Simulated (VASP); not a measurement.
NaF:

```xyz
6
Lattice="3.7194 0.0000 0.0000 -1.8597 3.2211 0.0000 0.0000 0.0000 6.0799" Properties=species:S:1:pos:R:3 pbc="T T T"
Na   -0.9554    2.6990    4.0533
Na    0.0000    1.0441    2.0266
Na    0.9554    2.6990    0.0000
F     2.8151    0.5221    4.0533
F     1.8597    2.1769    2.0266
F     0.9043    0.5221    0.0000
```

The cell was generated, and may not be a known phase.

* Program: VASP 6.6.1
* Task: relaxation of cell and atoms
* Functional: PBE
* Potentials or basis: VASP PAW PBE potentials, release 64 (Na_sv, F)
* Cutoff: 1130 eV
* k mesh: 6 × 6 × 4
* Occupations: gaussian, width 0.1 eV
* Spin: no spin polarisation

At the start: pressure 10.4 GPa; volume 12.14 Å³/atom.

Q: How do energy, volume and symmetry change on relaxing?

A: Over 10 steps the energy falls by 88.5 meV/atom and the volume is 15.36 Å³/atom (+26.6 %); space group P3_212 (No. 153, to 0.1 Å) before and after.

Step by step:
```tsv
step	energy change (eV)	largest force (eV/Å)	pressure (GPa)	volume (Å³)
1	0.0000	0.3204	10.42	72.84
2	-0.3642	0.0341	2.73	81.48
3	-0.4012	0.1800	-1.33	89.58
4	-0.4116	0.1476	-0.35	87.19
5	-0.4118	0.1429	-0.22	86.88
6	-0.4527	0.0880	-0.15	87.37
7	-0.5127	0.1329	0.54	88.64
8	-0.5133	0.1707	0.70	88.80
9	-0.5284	0.0521	0.15	90.73
10	-0.5310	0.0278	-0.18	92.18
```

Final structure:
```cif
data_structure
_symmetry_space_group_name_H-M 'P 1'
_symmetry_Int_Tables_number 1
_cell_length_a 3.8122
_cell_length_b 3.8122
_cell_length_c 7.3245
_cell_angle_alpha 90.000
_cell_angle_beta 90.000
_cell_angle_gamma 120.000
_cell_volume 92.18
loop_
_atom_site_label
_atom_site_type_symbol
_atom_site_fract_x
_atom_site_fract_y
_atom_site_fract_z
_atom_site_occupancy
Na1 Na 0.16373 0.83627 0.66667 1
Na2 Na 0.16373 0.32745 0.33333 1
Na3 Na 0.67255 0.83627 0.00000 1
F1 F 0.83467 0.16533 0.66667 1
F2 F 0.83467 0.66934 0.33333 1
F3 F 0.33066 0.16533 0.00000 1
```

Caveat: the volume moved by over 15 % at a fixed basis, so the end points are rough.
